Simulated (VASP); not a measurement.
PtSe2: single point with PBE+D3(BJ)

The system is PtSe2.

```
CELL_PARAMETERS angstrom
-3.72400 0.00000 0.00000
-1.86200 -3.22508 0.00000
-1.86200 0.00000 10.12400
ATOMIC_POSITIONS crystal
Pt 0.62500 0.00000 0.75000
Pt 0.87500 0.00000 0.25000
Se 0.89583 0.33333 0.87500
Se 0.14583 0.33333 0.37500
Se 0.60417 0.66667 0.12500
Se 0.35417 0.66667 0.62500
```

```
Program                : VASP 6.6.1
Task                   : single point
Functional             : PBE
Dispersion             : D3(BJ)
Potentials or basis    : VASP PAW PBE potentials, release 64 (Pt, Se)
Cutoff                 : 520 eV
k mesh                 : 14 × 14 × 5
Occupations            : gaussian, width 0.15 eV
Spin                   : no spin polarisation
Dipole correction      : no
Further INCAR settings : ALGO = Fast; EDIFF = 1e-06; NBANDS = 31; ISYM = 0
```

The pressure is 5.5 GPa, the largest force is 0.666 eV/Å and the band gap on the k mesh is zero (bands 22 and 23 overlap by 0.75 eV). The dispersion energy per atom is -0.476 eV.

Forces in eV/Å, atoms in the order of the input:
```
Pt   0.000 -0.056 -0.261
Pt   0.000  0.056  0.261
Se   0.000  0.293 -0.013
Se   0.000 -0.159  0.646
Se   0.000 -0.293  0.013
Se   0.000  0.159 -0.646
```

Stress tensor (GPa, compression positive):
```
 5.89  0.00  0.00
 0.00  4.41 -2.26
 0.00 -2.26  6.12
```

Levels at points of the mesh, in eV from the Fermi level:
| k point | band 18 | band 19 | band 20 | band 21 | band 22 | band 23 | band 24 | band 25 | band 26 | band 27 |
| --- | --- | --- | --- | --- | --- | --- | --- | --- | --- | --- |
| (0.00, 0.00, 0.00) | -1.50 | -1.43 | -1.39 | -1.16 | 0.53 | 1.46 | 1.79 | 1.82 | 2.09 | 3.95 |
| (0.50, 0.00, 0.00) | -3.35 | -3.33 | -3.01 | -2.49 | -1.93 | 0.78 | 1.12 | 1.89 | 2.25 | 3.30 |
| (0.00, 0.50, 0.00) | -3.31 | -3.30 | -3.30 | -2.80 | -0.89 | 0.82 | 1.39 | 1.54 | 1.58 | 3.75 |
| (0.50, 0.50, 0.00) | -3.32 | -3.24 | -2.96 | -2.76 | -1.97 | 1.01 | 1.27 | 1.32 | 2.14 | 3.76 |

It took 34 min on 1 thread of Oxide Virtual Turin-like Processor, with other jobs on the host, peak memory 1.4 GiB.

Caveat: the cell stands under pressure; spin-orbit coupling is left out, which moves the levels of the heavy elements.
